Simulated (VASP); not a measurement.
# Al2Au (Fm-3m) in VASP: further runs, part 2 of 2

VASP 6.6.1.

**5. Single point, PBE (volume scaled by 1.06)**

The input, INCAR:

```
PREC = Accurate ; ENCUT = 520
EDIFF = 1E-7 ; ISMEAR = 0
SIGMA = 0.1 ; LREAL = F
LASPH = T ; NELM = 80
ALGO = Normal ; ISIF = 2
LWAVE = F ; LCHARG = F
GGA = PE ; NBANDS = 16
```

The input, KPOINTS:

```
Automatic mesh
0
Gamma
  12 12 12
```

The input, POSCAR:

```
Al2Au
1.0
    0.0000000000      3.0898247231      3.0898247231
    3.0898247231      0.0000000000      3.0898247231
    3.0898247231      3.0898247231      0.0000000000
Al Au
2 1
Direct
    0.2500000000      0.2500000000      0.2500000000
    0.7500000000      0.7500000000      0.7500000000
    0.0000000000      0.0000000000      0.0000000000
```

Potentials or basis: VASP PAW PBE potentials, release 64 (Al, Au).

On the command line:

```
$ cat potpaw_PBE.64/Al/POTCAR potpaw_PBE.64/Au/POTCAR > POTCAR
$ mpirun -np 1 vasp_std > vasp.out
```

OUTCAR:

```text
PREC = Accurate
   ENCUT = 520
   EDIFF = 1E-7
   ISMEAR = 0
   LREAL = F
   LASPH = T
   NELM = 80
   ISIF = 2
   GGA = PE

 ion  position               nearest neighbor table
   1  0.250  0.250  0.250-   3 2.68   3 2.68   3 2.68   3 2.68   2 3.09   2 3.09   2 3.09   2 3.09
                             2 3.09   2 3.09
   2  0.750  0.750  0.750-   3 2.68   3 2.68   3 2.68   3 2.68   1 3.09   1 3.09   1 3.09   1 3.09
                             1 3.09   1 3.09
   3  0.000  0.000  0.000-   2 2.68   2 2.68   2 2.68   1 2.68   2 2.68   1 2.68   1 2.68   1 2.68

  LATTYP: Found a face centered cubic cell.
 ALAT       =     6.1796494462

  Lattice vectors:

 A1 = (   0.0000000000,   3.0898247231,   3.0898247231)
 A2 = (   3.0898247231,   0.0000000000,   3.0898247231)
 A3 = (   3.0898247231,   3.0898247231,   0.0000000000)

Analysis of symmetry for initial positions (statically):
=====================================================================
 Subroutine PRICEL returns:
 Original cell was already a primitive cell.

 Routine SETGRP: Setting up the symmetry group for a
 face centered cubic supercell.

 Subroutine GETGRP returns: Found 48 space group operations
[... 9 lines left out ...]

 Routine SETGRP: Setting up the symmetry group for a
 face centered cubic supercell.

 Subroutine GETGRP returns: Found 48 space group operations
[... 11 lines left out ...]
                                     Primitive cell

  volume of cell :      58.9972

  direct lattice vectors                    reciprocal lattice vectors
     0.000000000  3.089824723  3.089824723    -0.161821477  0.161821477  0.161821477
     3.089824723  0.000000000  3.089824723     0.161821477 -0.161821477  0.161821477
     3.089824723  3.089824723  0.000000000     0.161821477  0.161821477 -0.161821477

  length of vectors
     4.369672029  4.369672029  4.369672029     0.280283020  0.280283020  0.280283020

  position of ions in fractional coordinates (direct lattice)
     0.250000000  0.250000000  0.250000000
     0.750000000  0.750000000  0.750000000
     0.000000000  0.000000000  0.000000000

  ion indices of the primitive-cell ions
   primitive index   ion index
                 1           1
                 2           2
                 3           3

----------------------------------------------------------------------------------------

 KPOINTS: Automatic mesh

Automatic generation of k-mesh.
 Grid dimensions read from file:
 generate k-points for:   12   12   12

 Generating k-lattice:

  Cartesian coordinates                     Fractional coordinates (reciprocal lattice)
    -0.013485123  0.013485123  0.013485123     0.083333333  0.000000000  0.000000000
     0.013485123 -0.013485123  0.013485123     0.000000000  0.083333333  0.000000000
     0.013485123  0.013485123 -0.013485123     0.000000000  0.000000000  0.083333333

  Length of vectors
     0.023356918  0.023356918  0.023356918

  Shift w.r.t. Gamma in fractional coordinates (k-lattice)
     0.000000000  0.000000000  0.000000000

 Subroutine IBZKPT returns following result:
 ===========================================

 Found     72 irreducible k-points:

 Following reciprocal coordinates:
            Coordinates               Weight
  0.000000  0.000000  0.000000      1.000000
  0.083333  0.000000  0.000000      8.000000
  0.166667  0.000000  0.000000      8.000000
  0.250000  0.000000  0.000000      8.000000
  0.333333  0.000000  0.000000      8.000000
  0.416667  0.000000  0.000000      8.000000
[... 16 lines left out ...]
  0.500000  0.166667  0.000000     24.000000
 -0.416667  0.166667  0.000000     24.000000
 [... further k-points ...]
   k-points           NKPTS =     72   k-points in BZ     NKDIM =     72   number of bands    NBANDS=     16
   number of dos      NEDOS =    301   number of ions     NIONS =      3
   total plane-waves  NPLWV =  32768
   dimension x,y,z NGX =    32 NGY =   32 NGZ =   32
   dimension x,y,z NGXF=    64 NGYF=   64 NGZF=   64
   ions per type =               2   1
   NGX,Y,Z   is equivalent  to a cutoff of  12.17, 12.17, 12.17 a.u.
   NGXF,Y,Z  is equivalent  to a cutoff of  24.35, 24.35, 24.35 a.u.
 SYSTEM =  unknown system
   PREC   = accura    normal or accurate (medium, high low for compatibility)
   ISTART =      0    job   : 0-new  1-cont  2-samecut
   ICHARG =      2    charge: 1-file 2-atom 10-const
   ISPIN  =      1    spin polarized calculation?
   LNONCOLLINEAR =      F non collinear calculations
   LSORBIT =      F    spin-orbit coupling
   LASPH  =      T    aspherical Exc in radial PAW
   ENCUT  =  520.0 eV  38.22 Ry    6.18 a.u.   8.12  8.12  8.12*2*pi/ulx,y,z
   NELM   =     80;   NELMIN=  2; NELMDL= -5     # of ELM steps
   EDIFF  = 0.1E-06   stopping-criterion for ELM
   LREAL  =      F    real-space projection
   EDIFFG = 0.1E-05   stopping-criterion for IOM
   NSW    =      0    number of steps for IOM
   IBRION =     -1    ionic relax: 0-MD 1-quasi-New 2-CG
   NFREE  =      0    steps in history (QN), initial steepest desc. (CG)
   ISIF   =      2    stress and relaxation
   ISYM   =      2    0-nonsym 1-usesym 2-fastsym
   POTIM  = 0.5000    time-step for ionic-motion
   TEBEG  =    0.0;   TEEND  =   0.0 temperature during run
   PSTRESS=    0.0 pullay stress
   NELECT =      17.0000    total number of electrons
   NUPDOWN=      -1.0000    fix difference up-down
   EMIN   =  10.00;   EMAX   =-10.00  energy-range for DOS
   EFERMI =   0.00;   METHOD = LEGACY
   ISMEAR =     0;   SIGMA  =   0.10  broadening in eV -4-tet -1-fermi 0-gaus
   EFERMI_NEDOS =   21; number of points for ismear=-14 and -15
   IALGO  =     38    algorithm
   IMIX   =      4    mixing-type and parameters
     AMIX     =   0.40;   BMIX     =  1.00
     AMIX_MAG =   1.60;   BMIX_MAG =  1.00
  volume/ion in A,a.u.               =      19.67       132.71
  Fermi-wavevector in a.u.,A,eV,Ry     =   1.081303  2.043366 15.908144  1.169216
  Thomas-Fermi vector in A             =   2.217316
   LORBIT       =      0    0 simple, 1 ext, 2 COOP (PROOUT), +10 PAW based schemes
   GGA     = PE    functional components
   LHFCALC =     F    Hartree Fock is set to
   AEXX    =    0.0000 exact exchange contribution
   IVDW    =     0    specifies the selected vdW correction
   LEPSILON=     F    determine dielectric tensor
   LRPA    =     F    only Hartree local field effects (RPA)
 non-spin polarized calculation
 Gauss-broadening in eV      SIGMA  =   0.10
  energy-cutoff  :      520.00
  volume of cell :       59.00
 maximum number of plane-waves:      1639
   NGX = 17   NGY = 17   NGZ = 17

 number of electron      16.9999999 magnetization

 Free energy of the ion-electron system (eV)
  ---------------------------------------------------
  ext. energy  EPLUGINS =         0.00000000
  ---------------------------------------------------
  free energy    TOTEN  =       -11.96255460 eV

  energy without entropy =      -11.95803297  energy(sigma->0) =      -11.96029379

 E-fermi :   6.8268     XC(G=0): -10.1468

 val. band max:        6.8254646549   @ k =   0.5000   0.1667   0.0833
 cond. band min:       6.9385847682   @ k =   0.3333   0.2500   0.0833
 fundamental gap:      0.1131201133
 Fermi energy:         6.8268291806

 k-point     1 :       0.0000    0.0000    0.0000
  band No.  band energies     occupation
      1      -3.1110      2.00000
      2       0.6852      2.00000
      3       0.6852      2.00000
      4       0.6852      2.00000
      5       1.5488      2.00000
      6       1.5488      2.00000
[... 8 lines left out ...]
     15      12.3045      0.00000
     16      12.3045      0.00000

 k-point     2 :       0.0833    0.0000    0.0000
  band No.  band energies     occupation
      1      -3.0258      2.00000
      2       0.6541      2.00000
      3       0.7060      2.00000
      4       0.7060      2.00000
      5       1.5445      2.00000
      6       1.5445      2.00000
[... 8 lines left out ...]
     15      12.0983      0.00000
     16      12.1383      0.00000

 k-point     3 :       0.1667    0.0000    0.0000
  band No.  band energies     occupation
      1      -2.7747      2.00000
      2       0.5749      2.00000
      3       0.7603      2.00000
      4       0.7603      2.00000
      5       1.5381      2.00000
      6       1.5381      2.00000
[... 8 lines left out ...]
     15      12.1103      0.00000
     16      12.1631      0.00000
[... 362 lines left out ...]
 k-point    23 :       0.5000    0.1667    0.0000
  band No.  band energies     occupation
      1      -0.9627      2.00000
      2       0.3909      2.00000
      3       0.9867      2.00000
      4       1.0235      2.00000
      5       1.6605      2.00000
      6       1.6615      2.00000
[... 8 lines left out ...]
     15      15.6472      0.00000
     16      16.2902      0.00000

 k-point    24 :      -0.4167    0.1667    0.0000
  band No.  band energies     occupation
      1      -0.8972      2.00000
      2       0.4440      2.00000
      3       1.0270      2.00000
      4       1.0291      2.00000
      5       1.5767      2.00000
      6       1.5977      2.00000
[... 8 lines left out ...]
     15      14.7642      0.00000
     16      15.1195      0.00000

 [... further k-points ...]
[... 5 lines left out ...]
  --------------------------------------------------------------------------------------
  -------------------------------------------------------------------------------------
  Total       -2.0123013     -2.0123013     -2.0123013      0.0000000      0.0000000      0.0000000
  in kB      -54.6477223    -54.6477223    -54.6477223      0.0000000      0.0000000      0.0000000
  external PRESSURE =     -54.6477223 kB  Pullay stress =       0.0000000 kB

 VOLUME and BASIS-vectors are now :
 -----------------------------------------------------------------------------
  energy-cutoff  :      520.00
  volume of cell :       59.00
      direct lattice vectors                 reciprocal lattice vectors
     0.000000000  3.089824723  3.089824723    -0.161821477  0.161821477  0.161821477
     3.089824723  0.000000000  3.089824723     0.161821477 -0.161821477  0.161821477
     3.089824723  3.089824723  0.000000000     0.161821477  0.161821477 -0.161821477

 POSITION                                       TOTAL-FORCE (eV/Angst)
 -----------------------------------------------------------------------------------
      1.54491      1.54491      1.54491         0.000000      0.000000      0.000000
      4.63474      4.63474      4.63474        -0.000000     -0.000000     -0.000000
      0.00000      0.00000      0.00000        -0.000000     -0.000000     -0.000000
 -----------------------------------------------------------------------------------
    total drift:                                0.000000     -0.000000      0.000000

  FREE ENERGIE OF THE ION-ELECTRON SYSTEM (eV)
  ---------------------------------------------------
  free  energy   TOTEN  =       -11.9625546028 eV

  energy  without entropy=      -11.9580329714  energy(sigma->0) =      -11.96029379
```

stdout:

```text
POSCAR found type information on POSCAR AlAu
 POSCAR found :  2 types and       3 ions
 scaLAPACK will be used
 LDA part: xc-table for (Slater+PW92), standard interpolation
 POSCAR, INCAR and KPOINTS ok, starting setup
 FFT: planning ... GRIDC
 FFT: planning ... GRID_SOFT
 FFT: planning ... GRID
 WAVECAR not read
 entering main loop
```

Wall time 46 s (1 thread of Intel Xeon 6975P-C, shared host); peak memory 0.22 GiB.

What came out:

```yaml
Free_energy: -11.9626 eV
Pressure: -5.5 GPa
```

Caveat: spin-orbit coupling is left out, which moves the levels of the heavy elements.

**6. Single point, PBE (volume scaled by 1.10)**

The input, INCAR:

```
SYSTEM = Al2Au
  ALGO = Normal
  EDIFF = 1E-7
  ENCUT = 520
  GGA = PE
  ISIF = 2
  ISMEAR = 0
  LASPH = .TRUE.
  LCHARG = .FALSE.
  LREAL = .FALSE.
  LWAVE = .FALSE.
  NBANDS = 16
  NELM = 100
  PREC = Accurate
  SIGMA = 0.1
```

The input, KPOINTS:

```
k-points
0
G
  12 12 12
  0 0 0
```

The input, POSCAR:

```
Al2Au
1.0
    0.0000000000      3.1282115640      3.1282115640
    3.1282115640      0.0000000000      3.1282115640
    3.1282115640      3.1282115640      0.0000000000
Al Au
2 1
Direct
    0.2500000000      0.2500000000      0.2500000000
    0.7500000000      0.7500000000      0.7500000000
    0.0000000000      0.0000000000      0.0000000000
```

Potentials or basis: VASP PAW PBE potentials, release 64 (Al, Au).

On the command line:

```
$ cat potpaw_PBE.64/Al/POTCAR potpaw_PBE.64/Au/POTCAR > POTCAR
$ mpirun -np 1 vasp_std > vasp.out
```

Wall time 72 s (1 thread of Intel Xeon 6975P-C, shared host); peak memory 0.24 GiB.

The run converged. Its results:

| Item | Value |
| --- | --- |
| Free energy | -11.8685 eV |
| Pressure | -8.0 GPa |

Levels at points of the mesh, in eV from the Fermi level:
| k point | band 5 | band 6 | band 7 | band 8 | band 9 | band 10 | band 11 | band 12 | band 13 | band 14 |
| --- | --- | --- | --- | --- | --- | --- | --- | --- | --- | --- |
| (0.00, 0.00, 0.00) | -5.14 | -5.14 | 1.36 | 2.90 | 2.90 | 2.90 | 3.36 | 3.36 | 3.36 | 5.37 |
| (0.50, 0.00, 0.00) | -5.05 | -5.05 | -5.01 | 0.41 | 0.41 | 2.64 | 3.00 | 3.42 | 3.42 | 8.39 |
| (0.50, 0.50, 0.00) | -5.29 | -4.90 | -4.63 | -1.84 | -1.84 | 0.56 | 2.02 | 7.53 | 8.75 | 8.75 |

Caveat: spin-orbit coupling is left out, which moves the levels of the heavy elements.

**7. Overview**

```csv
cell,gap on the mesh (eV),pressure (GPa)
"a = 4.243 Å, angles 60.0°, 3 atoms",none,3.2
"a = 4.286 Å, angles 60.0°, 3 atoms",none,-0.2
"a = 4.328 Å, angles 60.0°, 3 atoms",none,-3.1
"a = 4.370 Å, angles 60.0°, 3 atoms",none,-5.5
"a = 4.424 Å, angles 60.0°, 3 atoms",none,-8.0
```

Alike in all rows: task single point; level PBE; potentials or basis VASP PAW PBE potentials, release 64 (Al, Au); no spin polarisation; k mesh 12 × 12 × 12; cutoff (eV) 520; smearing gaussian 0.1 eV.

Caveats: spin-orbit coupling is left out, which moves the levels of the heavy elements.

Total energies depend on the potentials used, so only differences within one code and one set of settings carry meaning.
